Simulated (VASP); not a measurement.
A run of VASP 6.6.1 is set up as follows.

File INCAR:

```
ALGO = Normal
EDIFF = 1E-7
ENCUT = 520
GGA = PS
ISIF = 2
ISMEAR = 0
IVDW = 13
LASPH = T
LCHARG = F
LREAL = F
LWAVE = F
NBANDS = 17
NELM = 60
PREC = Accurate
SIGMA = 0.01
```

KPOINTS

```
k-points
0
Gamma
  4 4 4
```

The input POSCAR:

```
TePb
1.0
    0.0000000000      3.2256060000      3.2256060000
    3.2256060000      0.0000000000      3.2256060000
    3.2256060000      3.2256060000      0.0000000000
Te Pb
1 1
Direct
    0.4997200000      0.4788200000      0.4975200000
    0.9989700000      0.0036000000      0.0009000000
```

Potentials or basis: VASP PAW PBE potentials, release 64 (Te, Pb_d).

Command:

```bash
$ cat potpaw_PBE.64/Te/POTCAR potpaw_PBE.64/Pb_d/POTCAR > POTCAR
$ mpirun -np 1 vasp_std > vasp.out
```

Question: Predict the band gap on the k mesh.

Answer: 0.68 eV, direct.

Question: Predict the largest force.

Answer: 0.016 eV/Å.

Question: Estimate the dispersion energy per atom.

Answer: -0.254 eV.

Forces on the atoms (eV/Å):
```
Te  -0.012 -0.002 -0.011
Pb   0.012  0.002  0.011
```

Caveat: the k points lie up to 0.42 Å⁻¹ apart; the PAW data sets were made with another functional, which shifts forces and pressure a little; spin-orbit coupling is left out, which moves the levels of the heavy elements. A k mesh can miss the band edges.
